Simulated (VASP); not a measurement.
# GaN (Fm-3m) in VASP: a series of runs

GaN is run at these levels: PBEsol, PBE; tasks: single point.

Everything below comes from runs of VASP 6.6.1. Logs are shortened: lines on timing, memory, paths and dates and some standing lists are left out, and cuts for length are marked.

### 1 The cell of the first run

The structure is cubic, space group Fm-3m (No. 225). The conventional cell has a = 3.985 Å, b = 3.985 Å, c = 3.985 Å, α = 90.00°, β = 90.00°, γ = 90.00°. Ga (site symmetry m-3m) has 6 N at 1.99 Å within 2.6 Å. Within 2.6 Å of N (site symmetry m-3m) lie 6 Ga at 1.99 Å.

### 2 Single point, PBEsol

Contents of INCAR:

```
PREC = Accurate ; ENCUT = 520
EDIFF = 1E-6 ; ISMEAR = -1
SIGMA = 0.02 ; LREAL = F
LASPH = T ; NELM = 60
ALGO = Normal ; ISIF = 2
LWAVE = F ; LCHARG = T
GGA = PS ; LELF = T
LVHAR = T ; NBANDS = 16
```

Contents of KPOINTS:

```
regular mesh
0
Gamma
  13 13 13
```

Contents of POSCAR:

```
GaN
1.0
    0.0000000000      1.9925000000      1.9925000000
    1.9925000000      0.0000000000      1.9925000000
    1.9925000000      1.9925000000      0.0000000000
Ga N
1 1
Direct
    0.5000000000      0.5000000000      0.5000000000
    0.0000000000      0.0000000000      0.0000000000
```

Potentials or basis: VASP PAW PBE potentials, release 64 (Ga_d, N).

Launch:

```console
$ cat potpaw_PBE.64/Ga_d/POTCAR potpaw_PBE.64/N/POTCAR > POTCAR
$ mpirun -np 1 vasp_std > vasp.out
```

OUTCAR:

```text
PREC = Accurate
   ENCUT = 520
   EDIFF = 1E-6
   ISMEAR = -1
   LREAL = F
   LASPH = T
   NELM = 60
   ISIF = 2
   GGA = PS

 ion  position               nearest neighbor table
   1  0.500  0.500  0.500-   2 1.99   2 1.99   2 1.99   2 1.99   2 1.99   2 1.99
   2  0.000  0.000  0.000-   1 1.99   1 1.99   1 1.99   1 1.99   1 1.99   1 1.99

  LATTYP: Found a face centered cubic cell.
 ALAT       =     3.9850000000

  Lattice vectors:

 A1 = (   0.0000000000,   1.9925000000,   1.9925000000)
 A2 = (   1.9925000000,   0.0000000000,   1.9925000000)
 A3 = (   1.9925000000,   1.9925000000,   0.0000000000)

Analysis of symmetry for initial positions (statically):
=====================================================================
 Subroutine PRICEL returns:
 Original cell was already a primitive cell.

 Routine SETGRP: Setting up the symmetry group for a
 face centered cubic supercell.

 Subroutine GETGRP returns: Found 48 space group operations
 (whereof 48 operations were pure point group operations)
 out of a pool of 48 trial point group operations.

The static configuration has the point symmetry O_h .

Analysis of symmetry for dynamics (positions and initial velocities):
=====================================================================
 Subroutine PRICEL returns:
 Original cell was already a primitive cell.

 Routine SETGRP: Setting up the symmetry group for a
 face centered cubic supercell.

 Subroutine GETGRP returns: Found 48 space group operations
 (whereof 48 operations were pure point group operations)
 out of a pool of 48 trial point group operations.

The dynamic configuration has the point symmetry O_h .

 Subroutine INISYM returns: Found 48 space group operations
 (whereof 48 operations are pure point group operations),
 and found     1 'primitive' translations

----------------------------------------------------------------------------------------

                                     Primitive cell

  volume of cell :      15.8207

  direct lattice vectors                    reciprocal lattice vectors
     0.000000000  1.992500000  1.992500000    -0.250941029  0.250941029  0.250941029
     1.992500000  0.000000000  1.992500000     0.250941029 -0.250941029  0.250941029
     1.992500000  1.992500000  0.000000000     0.250941029  0.250941029 -0.250941029

  length of vectors
     2.817820523  2.817820523  2.817820523     0.434642612  0.434642612  0.434642612

  position of ions in fractional coordinates (direct lattice)
     0.500000000  0.500000000  0.500000000
     0.000000000  0.000000000  0.000000000

  ion indices of the primitive-cell ions
   primitive index   ion index
                 1           1
                 2           2

----------------------------------------------------------------------------------------

 KPOINTS: regular mesh

Automatic generation of k-mesh.
 Grid dimensions read from file:
 generate k-points for:   13   13   13

 Generating k-lattice:

  Cartesian coordinates                     Fractional coordinates (reciprocal lattice)
    -0.019303156  0.019303156  0.019303156     0.076923077  0.000000000  0.000000000
     0.019303156 -0.019303156  0.019303156     0.000000000  0.076923077  0.000000000
     0.019303156  0.019303156 -0.019303156     0.000000000  0.000000000  0.076923077

  Length of vectors
     0.033434047  0.033434047  0.033434047

  Shift w.r.t. Gamma in fractional coordinates (k-lattice)
     0.000000000  0.000000000  0.000000000

 Subroutine IBZKPT returns following result:
 ===========================================

 Found     84 irreducible k-points:

 Following reciprocal coordinates:
            Coordinates               Weight
  0.000000  0.000000  0.000000      1.000000
  0.076923  0.000000  0.000000      8.000000
  0.153846  0.000000  0.000000      8.000000
  0.230769  0.000000  0.000000      8.000000
  0.307692  0.000000  0.000000      8.000000
  0.384615  0.000000  0.000000      8.000000
[... 16 lines left out ...]
  0.384615  0.153846  0.000000     24.000000
  0.461538  0.153846  0.000000     24.000000
 [... further k-points ...]
   k-points           NKPTS =     84   k-points in BZ     NKDIM =     84   number of bands    NBANDS=     16
   number of dos      NEDOS =    301   number of ions     NIONS =      2
   total plane-waves  NPLWV =  13824
   dimension x,y,z NGX =    24 NGY =   24 NGZ =   24
   dimension x,y,z NGXF=    48 NGYF=   48 NGZF=   48
   ions per type =               1   1
   NGX,Y,Z   is equivalent  to a cutoff of  14.16, 14.16, 14.16 a.u.
   NGXF,Y,Z  is equivalent  to a cutoff of  28.32, 28.32, 28.32 a.u.
 SYSTEM =  unknown system
   PREC   = accura    normal or accurate (medium, high low for compatibility)
   ISTART =      0    job   : 0-new  1-cont  2-samecut
   ICHARG =      2    charge: 1-file 2-atom 10-const
   ISPIN  =      1    spin polarized calculation?
   LNONCOLLINEAR =      F non collinear calculations
   LSORBIT =      F    spin-orbit coupling
   LASPH  =      T    aspherical Exc in radial PAW
   ENCUT  =  520.0 eV  38.22 Ry    6.18 a.u.   5.24  5.24  5.24*2*pi/ulx,y,z
   NELM   =     60;   NELMIN=  2; NELMDL= -5     # of ELM steps
   EDIFF  = 0.1E-05   stopping-criterion for ELM
   LREAL  =      F    real-space projection
[... 7 lines left out ...]
   TEBEG  =    0.0;   TEEND  =   0.0 temperature during run
   PSTRESS=    0.0 pullay stress
   NELECT =      18.0000    total number of electrons
   NUPDOWN=      -1.0000    fix difference up-down
   EMIN   =  10.00;   EMAX   =-10.00  energy-range for DOS
   EFERMI =   0.00;   METHOD = LEGACY
   ISMEAR =    -1;   SIGMA  =   0.02  broadening in eV -4-tet -1-fermi 0-gaus
   EFERMI_NEDOS =   21; number of points for ismear=-14 and -15
   IALGO  =     38    algorithm
   IMIX   =      4    mixing-type and parameters
     AMIX     =   0.40;   BMIX     =  1.00
     AMIX_MAG =   1.60;   BMIX_MAG =  1.00
  volume/ion in A,a.u.               =       7.91        53.38
  Fermi-wavevector in a.u.,A,eV,Ry     =   1.709060  3.229655 39.741073  2.920886
  Thomas-Fermi vector in A             =   2.787614
   LORBIT       =      0    0 simple, 1 ext, 2 COOP (PROOUT), +10 PAW based schemes
   GGA     = PS    functional components
   LHFCALC =     F    Hartree Fock is set to
   AEXX    =    0.0000 exact exchange contribution
   IVDW    =     0    specifies the selected vdW correction
   LEPSILON=     F    determine dielectric tensor
   LRPA    =     F    only Hartree local field effects (RPA)
 non-spin polarized calculation
  energy-cutoff  :      520.00
  volume of cell :       15.82
 maximum number of plane-waves:       440
 NGX is ok and might be reduce to    24
   NGX = 11   NGY = 11   NGZ = 11

 number of electron      17.9999999 magnetization

 Free energy of the ion-electron system (eV)
  ---------------------------------------------------
  ext. energy  EPLUGINS =         0.00000000
  ---------------------------------------------------
  free energy    TOTEN  =       -11.78186944 eV

  energy without entropy =      -11.78186944  energy(sigma->0) =      -11.78186944

 E-fermi :  10.6093     XC(G=0): -14.3286

 val. band max:       10.1865938274   @ k =  -0.2308   0.1538   0.0000
 cond. band min:      12.0030919759   @ k =   0.4615   0.4615   0.0000
 fundamental gap:      1.8164981484
 Fermi energy:        10.6093216066

 k-point     1 :       0.0000    0.0000    0.0000
  band No.  band energies     occupation
      1      -9.0897      2.00000
      2      -3.7714      2.00000
      3      -3.7714      2.00000
      4      -3.7714      2.00000
      5      -3.6174      2.00000
      6      -3.6174      2.00000
[... 8 lines left out ...]
     15      28.6137      0.00000
     16      28.6137      0.00000

 k-point     2 :       0.0769    0.0000    0.0000
  band No.  band energies     occupation
      1      -8.9516      2.00000
      2      -3.7825      2.00000
      3      -3.7612      2.00000
      4      -3.7612      2.00000
      5      -3.6338      2.00000
      6      -3.6338      2.00000
[... 8 lines left out ...]
     15      28.1059      0.00000
     16      28.1059      0.00000

 k-point     3 :       0.1538    0.0000    0.0000
  band No.  band energies     occupation
      1      -8.5431      2.00000
      2      -3.8145      2.00000
      3      -3.7696      2.00000
      4      -3.7696      2.00000
      5      -3.6419      2.00000
      6      -3.6419      2.00000
[... 8 lines left out ...]
     15      28.1754      0.00000
     16      28.1754      0.00000

 k-point     4 :       0.2308    0.0000    0.0000
  band No.  band energies     occupation
      1      -7.8864      2.00000
      2      -3.8658      2.00000
      3      -3.8465      2.00000
      4      -3.8465      2.00000
      5      -3.5859      2.00000
      6      -3.5859      2.00000
[... 8 lines left out ...]
     15      29.2377      0.00000
     16      29.2377      0.00000

 k-point     5 :       0.3077    0.0000    0.0000
  band No.  band energies     occupation
      1      -7.0291      2.00000
      2      -3.9426      2.00000
      3      -3.9426      2.00000
      4      -3.9401      2.00000
      5      -3.5091      2.00000
      6      -3.5091      2.00000
[... 8 lines left out ...]
     15      30.8790      0.00000
     16      30.8790      0.00000

 k-point     6 :       0.3846    0.0000    0.0000
  band No.  band energies     occupation
      1      -6.0729      2.00000
      2      -4.0601      2.00000
      3      -4.0234      2.00000
      4      -4.0234      2.00000
      5      -3.4423      2.00000
      6      -3.4423      2.00000
[... 8 lines left out ...]
     15      32.9385      0.00000
     16      32.9385      0.00000

 k-point     7 :       0.4615    0.0000    0.0000
  band No.  band energies     occupation
      1      -5.2576      2.00000
      2      -4.2651      2.00000
      3      -4.0689      2.00000
      4      -4.0689      2.00000
      5      -3.4038      2.00000
      6      -3.4038      2.00000
[... 8 lines left out ...]
     15      35.2040      0.00000
     16      35.2040      0.00000

 k-point     8 :       0.0769    0.0769    0.0000
  band No.  band energies     occupation
      1      -8.9069      2.00000
      2      -3.7899      2.00000
      3      -3.7528      2.00000
      4      -3.7528      2.00000
      5      -3.6747      2.00000
      6      -3.6072      2.00000
[... 8 lines left out ...]
     15      29.1562      0.00000
     16      29.8195      0.00000

 k-point     9 :       0.1538    0.0769    0.0000
  band No.  band energies     occupation
      1      -8.5928      2.00000
      2      -3.8151      2.00000
      3      -3.7672      2.00000
      4      -3.7397      2.00000
      5      -3.6969      2.00000
      6      -3.6000      2.00000
[... 8 lines left out ...]
     15      29.3637      0.00000
     16      30.2223      0.00000
[... 172 lines left out ...]
 k-point    19 :      -0.0769    0.0769    0.0000
  band No.  band energies     occupation
      1      -8.7246      2.00000
      2      -3.8004      2.00000
      3      -3.7598      2.00000
      4      -3.7410      2.00000
      5      -3.6959      2.00000
      6      -3.6098      2.00000
[... 8 lines left out ...]
     15      28.4342      0.00000
     16      29.1691      0.00000

 k-point    20 :       0.1538    0.1538    0.0000
  band No.  band energies     occupation
      1      -8.3854      2.00000
      2      -3.8413      2.00000
      3      -3.8016      2.00000
      4      -3.6969      2.00000
      5      -3.6969      2.00000
      6      -3.5789      2.00000
[... 8 lines left out ...]
     15      32.3558      0.00000
     16      32.3571      0.00000

 k-point    21 :       0.2308    0.1538    0.0000
  band No.  band energies     occupation
      1      -7.9388      2.00000
      2      -3.8797      2.00000
      3      -3.8653      2.00000
      4      -3.6909      2.00000
      5      -3.6349      2.00000
      6      -3.5434      2.00000
[... 8 lines left out ...]
     15      32.3425      0.00000
     16      32.8778      0.00000

 k-point    22 :       0.3077    0.1538    0.0000
  band No.  band energies     occupation
      1      -7.2997      2.00000
      2      -3.9553      2.00000
      3      -3.8826      2.00000
      4      -3.7481      2.00000
      5      -3.5246      2.00000
      6      -3.4762      2.00000
[... 8 lines left out ...]
     15      32.3315      0.00000
     16      33.5947      0.00000

 k-point    23 :       0.3846    0.1538    0.0000
  band No.  band energies     occupation
      1      -6.5666      2.00000
      2      -4.0352      2.00000
      3      -3.8575      2.00000
      4      -3.8320      2.00000
      5      -3.4159      2.00000
      6      -3.3504      2.00000
[... 8 lines left out ...]
     15      32.5820      0.00000
     16      34.9929      0.00000

 k-point    24 :       0.4615    0.1538    0.0000
  band No.  band energies     occupation
      1      -5.9175      2.00000
      2      -4.1110      2.00000
      3      -3.9140      2.00000
      4      -3.8010      2.00000
      5      -3.3857      2.00000
      6      -3.0909      2.00000
[... 8 lines left out ...]
     15      32.9669      0.00000
     16      36.3390      0.00000

 [... further k-points ...]

------------------------ aborting loop because EDIFF is reached ----------------------------------------

  FORCE on cell =-STRESS in cart. coord.  units (eV):
  Direction    XX          YY          ZZ          XY          YZ          ZX
  --------------------------------------------------------------------------------------
  -------------------------------------------------------------------------------------
  Total        5.8641499      5.8641499      5.8641499      0.0000000      0.0000000      0.0000000
  in kB      593.8690024    593.8690024    593.8690024      0.0000000      0.0000000      0.0000000
  external PRESSURE =     593.8690024 kB  Pullay stress =       0.0000000 kB

 VOLUME and BASIS-vectors are now :
 -----------------------------------------------------------------------------
  energy-cutoff  :      520.00
  volume of cell :       15.82
      direct lattice vectors                 reciprocal lattice vectors
     0.000000000  1.992500000  1.992500000    -0.250941029  0.250941029  0.250941029
     1.992500000  0.000000000  1.992500000     0.250941029 -0.250941029  0.250941029
     1.992500000  1.992500000  0.000000000     0.250941029  0.250941029 -0.250941029

 POSITION                                       TOTAL-FORCE (eV/Angst)
 -----------------------------------------------------------------------------------
      1.99250      1.99250      1.99250         0.000000     -0.000000      0.000000
      0.00000      0.00000      0.00000        -0.000000      0.000000     -0.000000
 -----------------------------------------------------------------------------------
    total drift:                                0.000000     -0.000000      0.000000

  FREE ENERGIE OF THE ION-ELECTRON SYSTEM (eV)
  ---------------------------------------------------
  free  energy   TOTEN  =       -11.7818694373 eV

  energy  without entropy=      -11.7818694373  energy(sigma->0) =      -11.78186944
```

Wall time 53 s (1 thread of AMD EPYC 7R13, shared host); peak memory 0.12 GiB.

What came out:

```
Free energy            : -11.7819 eV
Pressure               : 59.4 GPa
Band gap on the k mesh : 1.82 eV (least direct gap 5.22 eV)
```

Caveat: the cell stands under pressure; the PAW data sets were made with another functional, which shifts forces and pressure a little; an odd mesh through Γ misses points on the zone boundary, where band edges can lie.

### 3 Single point, PBE, non-collinear spin, zero start, spin-orbit coupling

Contents of INCAR:

```
SYSTEM = GaN
PREC = Accurate ; ENCUT = 520
EDIFF = 1E-6 ; ISMEAR = -1
SIGMA = 0.02 ; LREAL = .False.
LASPH = .True. ; NELM = 150
ALGO = Normal ; ISIF = 2
LWAVE = .False. ; LCHARG = .False.
MAGMOM = 0 0 0 0 0 0 ; LORBIT = 11
LSORBIT = .True. ; GGA_COMPAT = .False.
LORBMOM = .True. ; GGA = PE
NBANDS = 30
```

Contents of KPOINTS:

```
regular mesh
0
Gamma
  13 13 13
  0 0 0
```

POSCAR is that of step 2.

Potentials or basis: VASP PAW PBE potentials, release 64 (Ga_d, N).

Launch:

```console
$ cat potpaw_PBE.64/Ga_d/POTCAR potpaw_PBE.64/N/POTCAR > POTCAR
$ mpirun -np 1 vasp_ncl > vasp.out
```

Wall time 4.3 min (1 thread of AMD EPYC 7R13, shared host); peak memory 0.21 GiB.

Results (log left out):

| Property | Result |
| --- | --- |
| Free energy | -10.5412 eV |
| Pressure | 70.3 GPa |
| Net moment | 0.00 μB per cell |
| Valence electrons inside the program's atomic spheres | Ga 12.04; N 3.90 |

Moments on the atoms (μB; x, y, z):
```
Ga  0.00 0.00 0.00
N   0.00 0.00 0.00
```

Caveat: the cell stands under pressure.
